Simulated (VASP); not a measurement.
Set up this calculation in VASP 6.6.1, as the native input.

```
Task                               : single point
Functional                         : PBE-based screened hybrid
Potentials or basis                : VASP PAW PBE potentials, release 64 (N, B)
Cutoff                             : 520 eV
k mesh                             : 7 × 7 × 5
Occupations                        : fermi-dirac, width 0.05 eV
Spin                               : no spin polarisation
Dipole correction                  : no
Grid for exact exchange (PRECFOCK) : Normal
Share of exact exchange            : 0.25
Further INCAR settings             : ALGO = Normal; EDIFF = 1e-06; NBANDS = 11
Screening parameter                : 0.3 1/Å
```

The system is BN.

```
CELL_PARAMETERS angstrom
2.50804 0.00000 0.00000
-1.24671 2.17623 0.00000
-0.63067 -1.08812 3.02254
ATOMIC_POSITIONS crystal
N 0.66851 0.33238 0.98500
B 0.97964 0.98350 0.00181
```

The input as run:

POSCAR

```
BN
1.0
    2.5080409239      0.0000000000      0.0000000000
   -1.2467107647      2.1762310413      0.0000000000
   -0.6306650796     -1.0881155206      3.0225400000
N B
1 1
Direct
    0.6685060000      0.3323850000      0.9849990000
    0.9796430000      0.9834990000      0.0018060000
```

INCAR.step1

```
SYSTEM = BN
ALGO = Normal ; EDIFF = 1E-5
ENCUT = 520 ; GGA = PE
ISIF = 2 ; ISMEAR = -1
LASPH = .True. ; LREAL = .False.
LWAVE = .True. ; NBANDS = 11
NELM = 100 ; PREC = Accurate
SIGMA = 0.05
```

INCAR.step2

```
SYSTEM = BN
AEXX = 0.25 ; ALGO = Normal
EDIFF = 1E-6 ; ENCUT = 520
GGA = PE ; HFSCREEN = 0.3
ISIF = 2 ; ISMEAR = -1
ISTART = 1 ; LASPH = .True.
LCHARG = .True. ; LELF = .True.
LHFCALC = .True. ; LREAL = .False.
LVHAR = .True. ; LWAVE = .False.
NBANDS = 11 ; NELM = 100
PREC = Accurate ; PRECFOCK = Normal
SIGMA = 0.05
```

KPOINTS

```
k-points
0
Gamma
  7 7 5
  0 0 0
```

Potentials or basis: VASP PAW PBE potentials, release 64 (N, B).

The run is started by

```bash
$ cat potpaw_PBE.64/N/POTCAR potpaw_PBE.64/B/POTCAR > POTCAR
$ cp INCAR.step1 INCAR
$ mpirun -np 1 vasp_std > vasp.out
$ cp INCAR.step2 INCAR
$ mpirun -np 1 vasp_std > vasp.out
```

Results of the run:

```yaml
Pressure: -0.2 GPa
Largest_force: 2.806 eV/Å
Band_gap_on_the_k_mesh: 4.14 eV, indirect (least direct gap 5.97 eV)
```

Caveat: the k points lie up to 0.44 Å⁻¹ apart; the PAW data sets were made with another functional, which shifts forces and pressure a little.

Run time: 26 min on 1 thread of AMD EPYC 7R43 64-Core Processor (Zen 3) (shared host), peak memory 0.21 GiB.
